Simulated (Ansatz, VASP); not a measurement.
Al3Cu2: VASP beside Ansatz

Contents of INCAR:

```
PREC = Accurate ; ENCUT = 520
EDIFF = 1E-6 ; ISMEAR = 0
SIGMA = 0.15 ; LREAL = False
LASPH = True ; NELM = 80
ALGO = Fast ; ISIF = 2
LWAVE = False ; LCHARG = False
GGA = PS ; NBANDS = 24
```

File KPOINTS:

```
regular mesh
0
Gamma
  12 12 10
```

File POSCAR:

```
Al3Cu2
1.0
    4.0985856014      0.0000000000      0.0000000000
   -2.0492928007      3.5494792504      0.0000000000
    0.0000000000      0.0000000000      4.9821008425
Al Cu
3 2
Direct
    0.0000000000      0.0000000000      0.0000000000
    0.3446025921      0.6892051841      0.3515059809
    0.6666666667      0.3333333333      0.6484940191
    0.3333333333      0.6666666667      0.8422899817
    0.6666666667      0.3333333333      0.1577100183
```

Input for Ansatz:

```yaml
crystal:
  lattice:
    - [4.0985856014, 0.0, 0.0]
    - [-2.0492928007, 3.5494792504, 0.0]
    - [0.0, 0.0, 4.9821008425]
  atoms:
    - { symbol: Al, position: [0.0, 0.0, 0.0] }
    - { symbol: Al, position: [0.3446025921, 0.6892051841, 0.3515059809] }
    - { symbol: Al, position: [0.6666666667, 0.3333333333, 0.6484940191] }
    - { symbol: Cu, position: [0.3333333333, 0.6666666667, 0.8422899817] }
    - { symbol: Cu, position: [0.6666666667, 0.3333333333, 0.1577100183] }
basis:
  ecutwfc: 420
kpoints:
  mp_grid: { grid: [12, 12, 10] }
hamiltonian:
  xc: pbesol
scf:
  occupations: { method: gaussian, width: 0.15 }
output:
  forces: true
  stress: true
  eigenvalues: true
```

Alike in both runs: task single point; functional PBEsol; k mesh 12 × 12 × 10; occupations gaussian, width 0.15 eV; no spin polarisation.

|  | VASP | Ansatz |
| --- | --- | --- |
| version | VASP 6.6.1 | Ansatz 0.2.0 |
| potentials or method | VASP PAW PBE potentials, release 64 (Al, Cu), cutoff 520 eV | scalar-relativistic, plane waves, PAW |
| valence electrons in the cell | 31 | 47 |

```tsv
	VASP	Ansatz	Ansatz less VASP
gap on the k mesh at the Fermi level (eV)	none	none	-
pressure (GPa)	0.6	0.1	-0.48
traceless stress, the component that is largest in VASP (GPa)	-0.83	-0.81	+0.024
rms of the force components (eV/Å)	0.132	0.132	-0.0002
```

VASP's potentials were made for PBE, not for PBEsol. Atom by atom the forces differ by 0.002 eV/Å (rms over components). A gap of «none» marks a metal or a gap that the smearing closes. VASP's potentials hold 31 valence electrons a cell and Ansatz's 47, so a difference there can come from the potentials and not from the codes.
